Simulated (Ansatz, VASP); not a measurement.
**One calculation of Si, two programs**

```xyz
2
Lattice="4.2000 0.0000 0.0000 0.0000 4.2000 0.0000 0.0000 0.0000 4.2000" Properties=species:S:1:pos:R:3 pbc="T T T"
Si    0.0000    0.0000    0.0000
Si    0.8128    0.4877    0.3658
```

Alike in both runs: task single point; functional PBE; k mesh 1 × 1 × 1; no spin polarisation.

|  | VASP | Ansatz |
| --- | --- | --- |
| version | VASP 6.6.1 | Ansatz 0.2 development build |
| potentials or method | VASP PAW PBE potentials, release 64 (Si), cutoff 500 eV | all-electron unfrozen PAW, scalar-relativistic |
| occupations | fermi-dirac, width 0.3 eV | fermi-dirac |

|  | VASP | Ansatz | Ansatz less VASP |
| --- | --- | --- | --- |
| rms of the force components (eV/Å) | 90.472 | 106.253 | +15.7809 |

Atom by atom the forces differ by 15.781 eV/Å (rms over components). Ansatz ran all-electron here, and VASP with PAW potentials.

The k mesh is coarse, so the values compare programs but aren't converged.
